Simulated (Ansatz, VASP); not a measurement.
# HgTe, level by level in two programs

```
CELL_PARAMETERS angstrom
0.00000 3.21450 3.21450
3.21450 0.00000 3.21450
3.21450 3.21450 0.00000
ATOMIC_POSITIONS crystal
Hg 0.00000 0.00000 0.00000
Te 0.75000 0.75000 0.75000
```

Single points on this cell with VASP 6.6.1 and Ansatz 0.2.0. Each row is one pair of runs. Alike in all rows: spin: off; smearing: fermi-dirac, width 0.05 eV; Ansatz's potentials, cutoff: Ansatz PAW, 420 eV.

| level | k mesh | VASP's potentials, cutoff | gap on the k mesh at the Fermi level (eV), VASP | gap on the k mesh at the Fermi level (eV), Ansatz | pressure (GPa), VASP | pressure (GPa), Ansatz |
| --- | --- | --- | --- | --- | --- | --- |
| PBE | 4 × 4 × 4 | VASP PAW PBE potentials, release 64 (Hg, Te), 520 eV | none | none | 5.1 | 5.0 |
| PBE-based global hybrid | 4 × 4 × 4 | VASP PAW PBE potentials, release 64 (Hg, Te), 520 eV | none | none | 4.3 | 4.3 |
| LDA | 7 × 7 × 7 | VASP PAW LDA potentials, release 64 (Hg, Te), 520 eV | none | none | 0.4 | 0.2 |

Pressure (GPa): the two programs differ by at most 0.27.

VASP's potentials hold 18 valence electrons a cell and Ansatz's 36, so a difference there can come from the potentials and not from the codes.

A gap of «none» marks a metal or a gap that the smearing closes.

The k mesh is coarse in some rows, so the values compare programs but aren't converged. Spin-orbit coupling is off throughout.
